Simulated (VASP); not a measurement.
Here is a VASP 6.6.1 calculation.

Contents of POSCAR:

```
MgO2
1.0
    1.4242254017      0.8222769191      3.4939788749
   -1.4242254017      0.8222769191      3.4939788749
    0.0000000000     -1.6445538381      3.4939788749
Mg O
1 2
Direct
    0.0000000000      0.0000000000      0.0000000000
    0.4287860000      0.4287860000      0.4287860000
    0.5712140000      0.5712140000      0.5712140000
```

File INCAR.step1:

```
SYSTEM = MgO2
PREC = Accurate
ENCUT = 520
ISMEAR = 0
SIGMA = 0.05
LREAL = .False.
LASPH = .True.
NELM = 60
NBANDS = 14
GGA = PE
ALGO = Normal
EDIFF = 1E-4
LWAVE = .True.
LCHARG = .False.
```

File INCAR.step2:

```
SYSTEM = MgO2
PREC = Accurate
ENCUT = 520
EDIFF = 1E-7
ISMEAR = 0
SIGMA = 0.05
LREAL = .False.
LASPH = .True.
NELM = 60
ALGO = Normal
ISIF = 2
LWAVE = .False.
LCHARG = .True.
METAGGA = R2SCAN
LMIXTAU = .True.
LELF = .True.
LVHAR = .True.
NBANDS = 14
ISTART = 1
```

File KPOINTS:

```
regular mesh
0
Gamma
  12 12 12
  0 0 0
```

Potentials or basis: VASP PAW PBE potentials, release 64 (Mg, O).

Launch:

```bash
$ cat potpaw_PBE.64/Mg/POTCAR potpaw_PBE.64/O/POTCAR > POTCAR
$ cp INCAR.step1 INCAR
$ mpirun -np 1 vasp_std > vasp.out
$ cp INCAR.step2 INCAR
$ mpirun -np 1 vasp_std > vasp.out
```

**Question.** What does it give for the pressure?

**Answer.** 34.7 GPa.

**Question.** Estimate the largest force.

**Answer.** 2.163 eV/Å.

Forces on the atoms (eV/Å):
```
Mg   0.000  0.000  0.000
O    0.000  0.000  2.163
O    0.000  0.000 -2.163
```

Caveat: the cell differs from its parent crystal (strain -0.1125 x Voigt [1, 1, 0, 0, 0, 0]); the cell stands under pressure; the PAW data sets were made with another functional, which shifts forces and pressure a little.
